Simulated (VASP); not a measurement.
# SnSe in VASP: vibrations by perturbation theory with LDA

Aim: the vibrations by perturbation theory of SnSe with LDA.

Everything below comes from runs of VASP 6.6.1. Logs are shortened: lines on timing, memory, paths and dates and some standing lists are left out, and cuts for length are marked.

**1. The cell of the first run**

The cell holds a slab with vacuum, 4 atoms: a = 4.285 Å, b = 4.285 Å, c = 10.991 Å, α = 90.00°, β = 90.00°, γ = 90.00°.

**2. Vibrations by perturbation theory, LDA**

INCAR reads:

```
SYSTEM = SnSe
  PREC = Accurate
  ENCUT = 500
  EDIFF = 1E-8
  ISMEAR = 0
  SIGMA = 0.01
  LREAL = .FALSE.
  LASPH = .TRUE.
  NELM = 120
  ALGO = Normal
  ISIF = 2
  LWAVE = .FALSE.
  LCHARG = .TRUE.
  GGA = CA
  IBRION = 8
  NSW = 1
  GGA_COMPAT = .FALSE.
```

KPOINTS reads:

```
Automatic mesh
0
G
  4 4 2
  0 0 0
```

POSCAR reads:

```
SnSe
1.0
    4.2853274200      0.0000000000      0.0000000000
    0.0000000000      4.2853274200      0.0000000000
    0.0000000000      0.0000000000     10.9906921300
Sn Se
2 2
Direct
    0.5000000000      0.0000000000      0.3722291100
    0.0000000000      0.5000000000      0.6277708900
    0.5000000000      0.0000000000      0.6160394900
    0.0000000000      0.5000000000      0.3839605100
```

Potentials or basis: VASP PAW LDA potentials, release 64 (Sn_d, Se).

Command:

```bash
> cat potpaw_LDA.64/Sn_d/POTCAR potpaw_LDA.64/Se/POTCAR > POTCAR
> mpirun -np 1 vasp_std > vasp.out
```

OUTCAR:

```text
SYSTEM = SnSe
   PREC = Accurate
   ENCUT = 500
   EDIFF = 1E-8
   ISMEAR = 0
   LREAL = .FALSE.
   LASPH = .TRUE.
   NELM = 120
   ISIF = 2
   GGA = CA
   IBRION = 8
   NSW = 1

 ion  position               nearest neighbor table
   1  0.500  0.000  0.372-   3 2.68   4 3.03   4 3.03   4 3.03   4 3.03
   2  0.000  0.500  0.628-   4 2.68   3 3.03   3 3.03   3 3.03   3 3.03
   3  0.500  0.000  0.616-   1 2.68   2 3.03   2 3.03   2 3.03   2 3.03
   4  0.000  0.500  0.384-   2 2.68   1 3.03   1 3.03   1 3.03   1 3.03

  LATTYP: Found a simple tetragonal cell.
 ALAT       =     4.2853274200
 C/A-ratio  =     2.5647263448

  Lattice vectors:

 A1 = (   4.2853274200,   0.0000000000,   0.0000000000)
 A2 = (   0.0000000000,   4.2853274200,   0.0000000000)
 A3 = (   0.0000000000,   0.0000000000,  10.9906921300)

Analysis of symmetry for initial positions (statically):
=====================================================================
 Subroutine PRICEL returns:
 Original cell was already a primitive cell.

 Routine SETGRP: Setting up the symmetry group for a
 simple tetragonal supercell.

 Subroutine GETGRP returns: Found 16 space group operations
 (whereof  8 operations were pure point group operations)
 out of a pool of 16 trial point group operations.

The static configuration has the point symmetry D_2d.
 The point group associated with its full space group is D_4h.

Analysis of symmetry for dynamics (positions and initial velocities):
=====================================================================
 Subroutine PRICEL returns:
 Original cell was already a primitive cell.

 Routine SETGRP: Setting up the symmetry group for a
 simple tetragonal supercell.

 Subroutine GETGRP returns: Found 16 space group operations
 (whereof  8 operations were pure point group operations)
 out of a pool of 16 trial point group operations.

The dynamic configuration has the point symmetry D_2d.
 The point group associated with its full space group is D_4h.

 Subroutine INISYM returns: Found 16 space group operations
 (whereof  8 operations are pure point group operations),
 and found     1 'primitive' translations

----------------------------------------------------------------------------------------

                                     Primitive cell

  volume of cell :     201.8334

  direct lattice vectors                    reciprocal lattice vectors
     4.285327420  0.000000000  0.000000000     0.233354398  0.000000000  0.000000000
     0.000000000  4.285327420  0.000000000     0.000000000  0.233354398  0.000000000
     0.000000000  0.000000000 10.990692130     0.000000000  0.000000000  0.090986081

  length of vectors
     4.285327420  4.285327420 10.990692130     0.233354398  0.233354398  0.090986081

  position of ions in fractional coordinates (direct lattice)
     0.500000000  0.000000000  0.372229110
     0.000000000  0.500000000  0.627770890
     0.500000000  0.000000000  0.616039490
     0.000000000  0.500000000  0.383960510

  ion indices of the primitive-cell ions
   primitive index   ion index
                 1           1
                 2           2
                 3           3
[... 107 lines left out ...]
  free energy    TOTEN  =       -18.47185782 eV

  energy without entropy =      -18.47185782  energy(sigma->0) =      -18.47185782

 E-fermi :   0.4460     XC(G=0):  -6.2364

 val. band max:        0.3200703949   @ k =   0.2500   0.2500   0.0000
 cond. band min:       1.9040397559   @ k =   0.0000   0.0000   0.5000
 fundamental gap:      1.5839693609
 Fermi energy:         0.4459873549

 k-point     1 :       0.0000    0.0000    0.0000
  band No.  band energies     occupation
      1     -20.5560      2.00000
      2     -20.5512      2.00000
      3     -20.5511      2.00000
      4     -20.5505      2.00000
      5     -20.5441      2.00000
      6     -20.5226      2.00000
[... 313 lines left out ...]
     23       5.1922      0.00000
     24       5.1922      0.00000

------------------------ aborting loop because EDIFF is reached ----------------------------------------

  FORCE on cell =-STRESS in cart. coord.  units (eV):
  Direction    XX          YY          ZZ          XY          YZ          ZX
  --------------------------------------------------------------------------------------
  -------------------------------------------------------------------------------------
  Total       -2.3160633     -2.3160633     -1.0381900      0.0000000      0.0000000      0.0000000
  in kB      -18.3851825    -18.3851825     -8.2412740      0.0000000      0.0000000      0.0000000
  external PRESSURE =     -15.0038797 kB  Pullay stress =       0.0000000 kB

 VOLUME and BASIS-vectors are now :
 -----------------------------------------------------------------------------
  energy-cutoff  :      500.00
  volume of cell :      201.83
      direct lattice vectors                 reciprocal lattice vectors
     4.285327420  0.000000000  0.000000000     0.233354398  0.000000000  0.000000000
     0.000000000  4.285327420  0.000000000     0.000000000  0.233354398  0.000000000
     0.000000000  0.000000000 10.990692130     0.000000000  0.000000000  0.090986081

 POSITION                                       TOTAL-FORCE (eV/Angst)
 -----------------------------------------------------------------------------------
      2.14266      0.00000      4.09106         0.000000     -0.000000      0.266826
      0.00000      2.14266      6.89964         0.000000      0.000000     -0.266826
      2.14266      0.00000      6.77070         0.000000     -0.000000     -0.102665
      0.00000      2.14266      4.21999         0.000000     -0.000000      0.102665
 -----------------------------------------------------------------------------------
    total drift:                                0.000000      0.000000      0.000000

  FREE ENERGIE OF THE ION-ELECTRON SYSTEM (eV)
  ---------------------------------------------------
  free  energy   TOTEN  =       -18.4718578223 eV

  energy  without entropy=      -18.4718578223  energy(sigma->0) =      -18.47185782

[... ionic steps 2 to 9 ...]

--------------------------------------- Ionic step       10  -------------------------------------------

------------------------ aborting loop because EDIFF is reached ----------------------------------------

[... ionic steps 11 to 11 ...]

--------------------------------------- Ionic step       12  -------------------------------------------

 Free energy of the ion-electron system (eV)
  ---------------------------------------------------
  ---------------------------------------------------
  free energy    TOTEN  =        -0.10073483 eV

  energy without entropy =       -0.10073483

------------------------ aborting loop because EDIFF is reached ----------------------------------------

 INTERNAL STRAIN TENSOR  FOR ION    3  DIRECTION 3   (eV/Angst):
 -----------------------------------------------------------------------------
    -1.18806  0.00000  0.00000
     0.00000 -1.18806  0.00000
     0.00000  0.00000-13.63640

 INTERNAL STRAIN TENSOR FOR ION    4 for displacements in x,y,z  (eV/Angst):
          X           Y           Z          XY          YZ          ZX
  --------------------------------------------------------------------------------
  x     0.00000     0.00000     0.00000     0.00000     0.00000     3.01677
  y     0.00000     0.00000     0.00000     0.00000     3.03519     0.00000
  z     1.18806     1.18806    13.63640     0.00000     0.00000     0.00000

 SECOND DERIVATIVES (NOT SYMMETRIZED)
 ------------------------------------
               1X          1Y          1Z          2X          2Y          2Z          3X          3Y          3Z          4X          4Y          4Z
  1X    -0.080980    0.000000    0.000000    0.541482    0.000000    0.000000   -0.384969    0.000000    0.000000   -0.075532    0.000000    0.000000
  1Y     0.000000   -0.080980    0.000000    0.000000    0.541482    0.000000    0.000000   -0.384969    0.000000    0.000000   -0.075532    0.000000
  1Z     0.000000    0.000000   -6.385662    0.000000    0.000000   -0.403320    0.000000    0.000000    5.680376    0.000000    0.000000    1.108607
  2X     0.541482    0.000000    0.000000   -0.080980    0.000000    0.000000   -0.075532    0.000000    0.000000   -0.384969    0.000000    0.000000
  2Y     0.000000    0.541482    0.000000    0.000000   -0.080980    0.000000    0.000000   -0.075532    0.000000    0.000000   -0.384969    0.000000
  2Z     0.000000    0.000000   -0.403320    0.000000    0.000000   -6.385662    0.000000    0.000000    1.108607    0.000000    0.000000    5.680376
  3X    -0.422897    0.000000    0.000000   -0.112621    0.000000    0.000000   -1.166447    0.000000    0.000000    1.701965    0.000000    0.000000
  3Y     0.000000   -0.422897    0.000000    0.000000   -0.112621    0.000000    0.000000   -1.166447    0.000000    0.000000    1.701965    0.000000
  3Z     0.000000    0.000000    5.641440    0.000000    0.000000    1.070076    0.000000    0.000000   -6.121331    0.000000    0.000000   -0.590185
  4X    -0.112621    0.000000    0.000000   -0.422897    0.000000    0.000000    1.701965    0.000000    0.000000   -1.166447    0.000000    0.000000
  4Y     0.000000   -0.112621    0.000000    0.000000   -0.422897    0.000000    0.000000    1.701965    0.000000    0.000000   -1.166447    0.000000
  4Z     0.000000    0.000000    1.070076    0.000000    0.000000    5.641440    0.000000    0.000000   -0.590185    0.000000    0.000000   -6.121331

 Eigenvectors and eigenvalues of the dynamical matrix
 ----------------------------------------------------

   1 f  =    5.895014 THz    37.039463 2PiTHz  196.636486 cm-1    24.379806 meV
             X         Y         Z           dx          dy          dz
      2.142664  0.000000  4.091056     0.000000   -0.000000   -0.448448
      0.000000  2.142664  6.899637     0.000000   -0.000000   -0.448448
      2.142664  0.000000  6.770700    -0.000000    0.000000    0.546712
      0.000000  2.142664  4.219992     0.000000   -0.000000    0.546712
[... 71 lines left out ...]
  12 f/i=    1.615262 THz    10.148991 2PiTHz   53.879346 cm-1     6.680185 meV
             X         Y         Z           dx          dy          dz
      2.142664  0.000000  4.091056    -0.426053   -0.024215    0.000000
      0.000000  2.142664  6.899637    -0.426053   -0.024215   -0.000000
      2.142664  0.000000  6.770700     0.562911    0.031994    0.000000
      0.000000  2.142664  4.219992     0.562911    0.031994    0.000000

--------------------------------------------------------------------------------------------------------

 ELASTIC MODULI CONTR FROM IONIC RELAXATION (kBar)
 Direction    XX          YY          ZZ          XY          YZ          ZX
 --------------------------------------------------------------------------------
 XX         -23.7178    -23.7178    -82.0577      0.0000     -0.0000      0.0000
 YY         -23.7178    -23.7178    -82.0577      0.0000     -0.0000      0.0000
 ZZ         -82.0577    -82.0577   -598.0267      0.0000     -0.0000      0.0000
 XY           0.0000      0.0000      0.0000      0.0000      0.0000      0.0000
 YZ          -0.0000     -0.0000     -0.0000      0.0000    -63.7920     -0.0000
 ZX           0.0000      0.0000      0.0000      0.0000     -0.0000    -60.4095
 --------------------------------------------------------------------------------
```

Run time: 7.6 min. Hardware: 1 thread of Oxide Virtual Turin-like, shared host; peak memory 0.43 GiB.

What came out:

* Highest phonon frequency at Γ, LO-TO splitting left out: 197 cm⁻¹
* Most unstable mode: 54i cm⁻¹

Phonon frequencies in cm⁻¹ (negative: imaginary):
```tsv
q point	frequencies
(0.000, 0.000, 0.000)	-54 -54 -1 2 2 37 37 57 100 100 172 197
```

Caveat: the k points lie up to 0.37 Å⁻¹ apart; the cell stands under pressure or tension, which shifts response properties; some modes are imaginary; there is no dipole correction, which matters where the two faces differ; spin-orbit coupling is left out, which moves the levels of the heavy elements.
